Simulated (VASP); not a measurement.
Input of a VASP 6.6.1 run:

File INCAR:

```
  PREC = Accurate
  ENCUT = 520
  EDIFF = 1E-7
  ISMEAR = 0
  SIGMA = 0.1
  LREAL = False
  LASPH = True
  NELM = 60
  ALGO = Fast
  ISIF = 2
  LWAVE = False
  LCHARG = False
  GGA = PE
  NBANDS = 44
```

Contents of KPOINTS:

```
regular mesh
0
Gamma
  12 12 4
```

File POSCAR:

```
Cu5Mo
1.0
    2.5862880274      0.0000000000      0.0000000000
    0.0000000000      2.5862880274      0.0000000000
    0.0000000000      0.0000000000     11.3103234631
Cu Mo
5 1
Direct
    0.5000000000      0.5000000000      0.3415823767
    0.5000000000      0.5000000000      0.6584176233
    0.0000000000      0.0000000000      0.1812936528
    0.0000000000      0.0000000000      0.8187063472
    0.0000000000      0.0000000000      0.5000000000
    0.5000000000      0.5000000000      0.0000000000
```

Potentials or basis: VASP PAW PBE potentials, release 64 (Cu, Mo_sv).

The run is started by

```bash
$ cat potpaw_PBE.64/Cu/POTCAR potpaw_PBE.64/Mo_sv/POTCAR > POTCAR
$ mpirun -np 1 vasp_std > vasp.out
```

Estimate the largest force.

0.009 eV/Å.

Estimate the pressure.

0.5 GPa.

Forces on the atoms (eV/Å):
```
Cu   0.000  0.000 -0.002
Cu   0.000  0.000  0.002
Cu   0.000  0.000  0.009
Cu   0.000  0.000 -0.009
Cu   0.000  0.000  0.000
Mo   0.000  0.000  0.000
```
